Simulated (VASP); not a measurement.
# Pb (Fm-3m) in VASP: notebook

The runs below take Pb through relaxation of cell and atoms, with PBEsol.

All numbers are computed with VASP 6.6.1; they aren't measurements. Logs are shortened: lines on timing, memory, paths and dates and some standing lists are left out, and cuts for length are marked.

**1. The cell of the first run**

The structure is cubic, space group Fm-3m (No. 225). The conventional cell has a = 4.950 Å, b = 4.950 Å, c = 4.950 Å, α = 90.00°, β = 90.00°, γ = 90.00°. Pb (site symmetry m-3m) has 12 Pb at 3.50 Å within 4.6 Å.

**2. Relaxation of cell and atoms, PBEsol**

File INCAR:

```
ALGO = Normal ; EDIFF = 1E-7
EDIFFG = -0.02 ; ENCUT = 600
GGA = PS ; IBRION = 2
ISIF = 3 ; ISMEAR = 1
LASPH = T ; LCHARG = F
LREAL = F ; LWAVE = F
NELM = 60 ; NSW = 80
PREC = Accurate ; SIGMA = 0.05
```

File KPOINTS:

```
k-points
0
Gamma
  15 15 15
```

File POSCAR:

```
Pb
1.0
    0.0000000000      2.4750200000      2.4750200000
    2.4750200000      0.0000000000      2.4750200000
    2.4750200000      2.4750200000      0.0000000000
Pb
1
Direct
    0.0000000000      0.0000000000      0.0000000000
```

Potentials or basis: VASP PAW PBE potentials, release 64 (Pb_d).

Run with:

```console
$ cat potpaw_PBE.64/Pb_d/POTCAR > POTCAR
$ mpirun -np 1 vasp_std > vasp.out
```

OUTCAR:

```text
EDIFF = 1E-7
   EDIFFG = -0.02
   ENCUT = 600
   GGA = PS
   IBRION = 2
   ISIF = 3
   ISMEAR = 1
   LASPH = T
   LREAL = F
   NELM = 60
   NSW = 80
   PREC = Accurate

 ion  position               nearest neighbor table
   1  0.000  0.000  0.000-

  LATTYP: Found a face centered cubic cell.
 ALAT       =     4.9500400000

  Lattice vectors:

 A1 = (   0.0000000000,   2.4750200000,   2.4750200000)
 A2 = (   2.4750200000,   0.0000000000,   2.4750200000)
 A3 = (   2.4750200000,   2.4750200000,   0.0000000000)

Analysis of symmetry for initial positions (statically):
=====================================================================
 Subroutine PRICEL returns:
 Original cell was already a primitive cell.

 Routine SETGRP: Setting up the symmetry group for a
 face centered cubic supercell.

 Subroutine GETGRP returns: Found 48 space group operations
 (whereof 48 operations were pure point group operations)
 out of a pool of 48 trial point group operations.

The static configuration has the point symmetry O_h .

Analysis of symmetry for dynamics (positions and initial velocities):
=====================================================================
 Subroutine PRICEL returns:
 Original cell was already a primitive cell.

 Routine SETGRP: Setting up the symmetry group for a
 face centered cubic supercell.

 Subroutine GETGRP returns: Found 48 space group operations
 (whereof 48 operations were pure point group operations)
 out of a pool of 48 trial point group operations.

The dynamic configuration has the point symmetry O_h .

 Subroutine INISYM returns: Found 48 space group operations
 (whereof 48 operations are pure point group operations),
 and found     1 'primitive' translations

----------------------------------------------------------------------------------------

                                     Primitive cell

  volume of cell :      30.3226

  direct lattice vectors                    reciprocal lattice vectors
     0.000000000  2.475020000  2.475020000    -0.202018570  0.202018570  0.202018570
     2.475020000  0.000000000  2.475020000     0.202018570 -0.202018570  0.202018570
     2.475020000  2.475020000  0.000000000     0.202018570  0.202018570 -0.202018570

  length of vectors
     3.500206851  3.500206851  3.500206851     0.349906427  0.349906427  0.349906427

  position of ions in fractional coordinates (direct lattice)
     0.000000000  0.000000000  0.000000000

  ion indices of the primitive-cell ions
   primitive index   ion index
                 1           1

----------------------------------------------------------------------------------------

 KPOINTS: k-points

Automatic generation of k-mesh.
 Grid dimensions read from file:
 generate k-points for:   15   15   15

 Generating k-lattice:

  Cartesian coordinates                     Fractional coordinates (reciprocal lattice)
    -0.013467905  0.013467905  0.013467905     0.066666667  0.000000000  0.000000000
     0.013467905 -0.013467905  0.013467905     0.000000000  0.066666667  0.000000000
     0.013467905  0.013467905 -0.013467905     0.000000000  0.000000000  0.066666667

  Length of vectors
     0.023327095  0.023327095  0.023327095

  Shift w.r.t. Gamma in fractional coordinates (k-lattice)
     0.000000000  0.000000000  0.000000000

 Subroutine IBZKPT returns following result:
 ===========================================

 Found    120 irreducible k-points:

 Following reciprocal coordinates:
            Coordinates               Weight
  0.000000  0.000000  0.000000      1.000000
  0.066667  0.000000  0.000000      8.000000
  0.133333  0.000000  0.000000      8.000000
  0.200000  0.000000  0.000000      8.000000
  0.266667  0.000000  0.000000      8.000000
  0.333333  0.000000  0.000000      8.000000
[... 16 lines left out ...]
  0.133333  0.133333  0.000000      6.000000
  0.200000  0.133333  0.000000     24.000000
 [... further k-points ...]
   k-points           NKPTS =    120   k-points in BZ     NKDIM =    120   number of bands    NBANDS=     11
   number of dos      NEDOS =    301   number of ions     NIONS =      1
   total plane-waves  NPLWV =  21952
   dimension x,y,z NGX =    28 NGY =   28 NGZ =   28
   dimension x,y,z NGXF=    56 NGYF=   56 NGZF=   56
   ions per type =               1
   NGX,Y,Z   is equivalent  to a cutoff of  13.30, 13.30, 13.30 a.u.
   NGXF,Y,Z  is equivalent  to a cutoff of  26.60, 26.60, 26.60 a.u.
 SYSTEM =  unknown system
   PREC   = accura    normal or accurate (medium, high low for compatibility)
   ISTART =      0    job   : 0-new  1-cont  2-samecut
   ICHARG =      2    charge: 1-file 2-atom 10-const
   ISPIN  =      1    spin polarized calculation?
   LNONCOLLINEAR =      F non collinear calculations
   LSORBIT =      F    spin-orbit coupling
   LASPH  =      T    aspherical Exc in radial PAW
   ENCUT  =  600.0 eV  44.10 Ry    6.64 a.u.   6.99  6.99  6.99*2*pi/ulx,y,z
   NELM   =     60;   NELMIN=  2; NELMDL= -5     # of ELM steps
   EDIFF  = 0.1E-06   stopping-criterion for ELM
   LREAL  =      F    real-space projection
   EDIFFG = -.2E-01   stopping-criterion for IOM
   NSW    =     80    number of steps for IOM
   IBRION =      2    ionic relax: 0-MD 1-quasi-New 2-CG
   NFREE  =      1    steps in history (QN), initial steepest desc. (CG)
   ISIF   =      3    stress and relaxation
   ISYM   =      2    0-nonsym 1-usesym 2-fastsym
   POTIM  = 0.5000    time-step for ionic-motion
   TEBEG  =    0.0;   TEEND  =   0.0 temperature during run
   PSTRESS=    0.0 pullay stress
   NELECT =      14.0000    total number of electrons
   NUPDOWN=      -1.0000    fix difference up-down
   EMIN   =  10.00;   EMAX   =-10.00  energy-range for DOS
   EFERMI =   0.00;   METHOD = LEGACY
   ISMEAR =     1;   SIGMA  =   0.05  broadening in eV -4-tet -1-fermi 0-gaus
   EFERMI_NEDOS =   21; number of points for ismear=-14 and -15
   IALGO  =     38    algorithm
   IMIX   =      4    mixing-type and parameters
     AMIX     =   0.40;   BMIX     =  1.00
     AMIX_MAG =   1.60;   BMIX_MAG =  1.00
  volume/ion in A,a.u.               =      30.32       204.63
  Fermi-wavevector in a.u.,A,eV,Ry     =   1.265306  2.391081 21.782907  1.600999
  Thomas-Fermi vector in A             =   2.398566
   LORBIT       =      0    0 simple, 1 ext, 2 COOP (PROOUT), +10 PAW based schemes
   GGA     = PS    functional components
   LHFCALC =     F    Hartree Fock is set to
   AEXX    =    0.0000 exact exchange contribution
   IVDW    =     0    specifies the selected vdW correction
   LEPSILON=     F    determine dielectric tensor
   LRPA    =     F    only Hartree local field effects (RPA)
 conjugate gradient relaxation of ions
 non-spin polarized calculation
 Methfessel and Paxton  Order N= 1 SIGMA  =   0.05
  energy-cutoff  :      600.00
  volume of cell :       30.32
 maximum number of plane-waves:      1031
   NGX = 13   NGY = 13   NGZ = 13

--------------------------------------- Ionic step        1  -------------------------------------------

 number of electron      13.9999999 magnetization

 Free energy of the ion-electron system (eV)
  ---------------------------------------------------
  ext. energy  EPLUGINS =         0.00000000
  ---------------------------------------------------
  free energy    TOTEN  =        -3.99947866 eV

  energy without entropy =       -3.99917290  energy(sigma->0) =       -3.99937674

------------------------ aborting loop because EDIFF is reached ----------------------------------------

  FORCE on cell =-STRESS in cart. coord.  units (eV):
  Direction    XX          YY          ZZ          XY          YZ          ZX
  --------------------------------------------------------------------------------------
  -------------------------------------------------------------------------------------
  Total       -0.1102819     -0.1102819     -0.1102819     -0.0000000      0.0000000     -0.0000000
  in kB       -5.8270505     -5.8270505     -5.8270505     -0.0000000      0.0000000     -0.0000000
  external PRESSURE =      -5.8270505 kB  Pullay stress =       0.0000000 kB
[... 55 lines left out ...]
  energy  without entropy=       -4.0000779812  energy(sigma->0) =       -4.00013942

--------------------------------------- Ionic step        3  -------------------------------------------

 number of electron      13.9999999 magnetization

 Free energy of the ion-electron system (eV)
  ---------------------------------------------------
  ext. energy  EPLUGINS =         0.00000000
  ---------------------------------------------------
  free energy    TOTEN  =        -4.00021012 eV

  energy without entropy =       -4.00010493  energy(sigma->0) =       -4.00017506

 E-fermi :   7.1705     XC(G=0): -10.4043

 val. band max:        7.1611533507   @ k =  -0.2000   0.2000   0.0667
 cond. band min:       7.1798483864   @ k =   0.4000   0.2667   0.0667
 fundamental gap:      0.0186950357
 Fermi energy:         7.1705288416

 k-point     1 :       0.0000    0.0000    0.0000
  band No.  band energies     occupation
      1      -9.7532      2.00000
      2      -9.7532      2.00000
      3      -9.7532      2.00000
      4      -9.6059      2.00000
      5      -9.6059      2.00000
      6      -4.6117      2.00000
      7      14.7599      0.00000
      8      14.7599      0.00000
      9      14.7599      0.00000
     10      17.0186      0.00000
     11      18.7282      0.00000
[... 309 lines left out ...]
 k-point    24 :       0.2000    0.1333    0.0000
  band No.  band energies     occupation
      1      -9.7913      2.00000
      2      -9.6837      2.00000
      3      -9.6799      2.00000
      4      -9.6457      2.00000
      5      -9.5707      2.00000
      6      -3.8304      2.00000
      7      10.9155      0.00000
      8      12.6420      0.00000
      9      12.9932      0.00000
     10      15.9834      0.00000
     11      17.2057      0.00000

 [... further k-points ...]

------------------------ aborting loop because EDIFF is reached ----------------------------------------

  FORCE on cell =-STRESS in cart. coord.  units (eV):
  Direction    XX          YY          ZZ          XY          YZ          ZX
  --------------------------------------------------------------------------------------
  -------------------------------------------------------------------------------------
  Total        0.0003378      0.0003378      0.0003378      0.0000000     -0.0000000     -0.0000000
  in kB        0.0180798      0.0180798      0.0180798      0.0000000     -0.0000000     -0.0000000
  external PRESSURE =       0.0180798 kB  Pullay stress =       0.0000000 kB
[... 16 lines left out ...]
  FREE ENERGIE OF THE ION-ELECTRON SYSTEM (eV)
  ---------------------------------------------------
  free  energy   TOTEN  =        -4.0002101246 eV

  energy  without entropy=       -4.0001049333  energy(sigma->0) =       -4.00017506

 reached required accuracy - stopping structural energy minimisation
```

Run time: 2.6 min. Hardware: 1 thread of Intel Xeon 8259CL, shared host; peak memory 0.2 GiB.

What came out:

| Quantity | Value |
| --- | --- |
| Free energy | -4.0002 eV |
| Relaxed volume | 29.93 Å³/atom |
| Relaxed cell | a = 3.485 Å, b = 3.485 Å, c = 3.485 Å, α = 60.00°, β = 60.00°, γ = 60.00° |
| Space group after relaxing (to 0.1 Å) | Fm-3m (No. 225) |
| Energy gained by relaxing | 0.7 meV/atom |
| Ionic steps | 3 |
| Pressure after relaxing | 0.0 GPa |
| Band gap on the k mesh | zero (bands 7 and 8 overlap by 9.10 eV) |

The path:
```tsv
step	energy change (eV)	largest force (eV/Å)	pressure (GPa)	volume (Å³)
1	0.0000	0.0000	-0.58	30.32
2	-0.0007	0.0000	0.15	29.84
3	-0.0007	0.0000	0.00	29.93
```

Final structure:
```yaml
crystal:
  lattice:
    - [0.00000, 2.46432, 2.46432]
    - [2.46432, 0.00000, 2.46432]
    - [2.46432, 2.46432, 0.00000]
  atoms:
    - { symbol: Pb, position: [0.00000, 0.00000, 0.00000] }
```

Levels at points of the mesh, in eV from the Fermi level:
```
           k point  band 3  band 4  band 5  band 6  band 7  band 8  band 9  band 10  band 11
(0.00, 0.00, 0.00)  -16.92  -16.78  -16.78  -11.78    7.59    7.59    7.59     9.85    11.56
```

Caveat: the PAW data sets were made with another functional, which shifts forces and pressure a little; spin-orbit coupling is left out, which moves the levels of the heavy elements.

(Part 1 of 2 ends here.)
